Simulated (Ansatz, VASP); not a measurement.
# Two plane-wave programs on TiAl

The input INCAR:

```
ALGO     = Fast           # electronic algorithm
EDIFF    = 1E-6           # SCF threshold, eV
ENCUT    = 520            # plane-wave cutoff, eV
GGA      = PS             # functional
ISIF     = 2              # what is computed and relaxed
ISMEAR   = 0              # smearing method
LASPH    = T              # aspherical terms in the spheres
LCHARG   = F              # write CHGCAR
LREAL    = F              # projectors in reciprocal space
LWAVE    = F              # write WAVECAR
NBANDS   = 14             # bands
NELM     = 60             # most SCF steps
PREC     = Accurate       # precision mode
SIGMA    = 0.15           # smearing width, eV
```

File KPOINTS:

```
k-points
0
Gamma
  14 14 14
```

File POSCAR:

```
TiAl
1.0
    3.3877383078      0.0000000000      0.0000000000
    0.0000000000      3.5035773052      0.0000000000
    0.0000000000      0.0000000000      3.1563759506
Ti Al
1 1
Direct
    0.0000000000      0.0000000000      0.0000000000
    0.5000000000      0.5000000000      0.5000000000
```

Input for Ansatz:

```yaml
crystal:
  lattice:
    - [3.3877383078, 0.0, 0.0]
    - [0.0, 3.5035773052, 0.0]
    - [0.0, 0.0, 3.1563759506]
  atoms:
    - { symbol: Ti, position: [0.0, 0.0, 0.0] }
    - { symbol: Al, position: [0.5, 0.5, 0.5] }
basis:
  ecutwfc: 520.0
kpoints:
  mp_grid: { grid: [14, 14, 14] }
hamiltonian:
  xc: pbesol
scf:
  occupations: { method: gaussian, width: 0.15 }
output:
  forces: true
  stress: true
  eigenvalues: true
```

Change from the starting cell: normal strain along x +0.0733, normal strain along y +0.1100.

Alike in both runs: task single point; functional PBEsol; k mesh 14 × 14 × 14; occupations gaussian, width 0.15 eV; no spin polarisation.

|  | VASP | Ansatz |
| --- | --- | --- |
| version | VASP 6.6.1 | Ansatz 0.2.0 |
| potentials or method | VASP PAW PBE potentials, release 64 (Ti_sv, Al), cutoff 520 eV | scalar-relativistic, plane waves, PAW |
| valence electrons in the cell | 15 | 15 |

VASP gave:

* gap on the k mesh at the Fermi level (eV): none
* pressure (GPa): -14.4
* traceless stress, the component that is largest in VASP (GPa): 2.40

Problem. What did Ansatz give for the same quantities?

Solution. gap on the k mesh at the Fermi level (eV): none; pressure (GPa): -14.4; traceless stress, the component that is largest in VASP (GPa): 2.41.

VASP's potentials were made for PBE, not for PBEsol. A gap of «none» marks a metal or a gap that the smearing closes.
